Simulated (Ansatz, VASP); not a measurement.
# Two plane-wave programs on GaN

The input POSCAR:

```
GaN
1.0
    0.0000000000      2.2535006075      2.1858955893
    2.2535006075      0.0000000000      2.1858955893
    2.2535006075      2.2535006075      0.0000000000
Ga N
1 1
Direct
    0.0000000000      0.0000000000      0.0000000000
    0.7500000000      0.7500000000      0.7500000000
```

File INCAR.step1:

```
ALGO = Normal
EDIFF = 1E-4
ENCUT = 520
GGA = PE
ISMEAR = 0
LASPH = T
LCHARG = F
LREAL = F
LWAVE = T
NBANDS = 16
NELM = 100
PREC = Accurate
SIGMA = 0.05
```

File INCAR.step2:

```
ALGO = Normal
EDIFF = 1E-6
ENCUT = 520
ISIF = 2
ISMEAR = 0
ISTART = 1
LASPH = T
LCHARG = F
LMIXTAU = T
LREAL = F
LWAVE = F
METAGGA = R2SCAN
NBANDS = 16
NELM = 100
PREC = Accurate
SIGMA = 0.05
```

Contents of KPOINTS:

```
k-points
0
Gamma
  10 10 10
```

Input for Ansatz:

```yaml
crystal:
  lattice:
    - [0.0, 2.2535006075, 2.1858955893]
    - [2.2535006075, 0.0, 2.1858955893]
    - [2.2535006075, 2.2535006075, 0.0]
  atoms:
    - { symbol: Ga, position: [0.0, 0.0, 0.0] }
    - { symbol: "N", position: [0.75, 0.75, 0.75] }
basis:
  ecutwfc: 500
kpoints:
  mp_grid: { grid: [10, 10, 10] }
hamiltonian:
  xc: r2scan
scf:
  occupations: { method: gaussian, width: 0.05 }
output:
  forces: true
  stress: true
  eigenvalues: true
```

Change from the starting cell: strain -0.0300 x Voigt [0, 0, 1, 0, 0, 0], atoms carried along.

Alike in both runs: task single point; functional r2SCAN; k mesh 10 × 10 × 10; occupations gaussian, width 0.05 eV; no spin polarisation.

|  | VASP | Ansatz |
| --- | --- | --- |
| version | VASP 6.6.1 | Ansatz 0.2.0 |
| potentials or method | VASP PAW PBE potentials, release 64 (Ga_d, N), cutoff 520 eV | scalar-relativistic, plane waves, PAW |
| valence electrons in the cell | 18 | 18 |

```tsv
	VASP	Ansatz	Ansatz less VASP
gap on the k mesh at the Fermi level (eV)	2.23	2.24	+0.010
least direct gap on the mesh (eV)	2.23	2.24	+0.010
pressure (GPa)	6.1	5.0	-1.14
traceless stress, the component that is largest in VASP (GPa)	2.42	2.43	+0.014
```

VASP's potentials were made for PBE, not for r2SCAN. With one functional, cell and mesh, what is left measures potentials, basis and numerics.
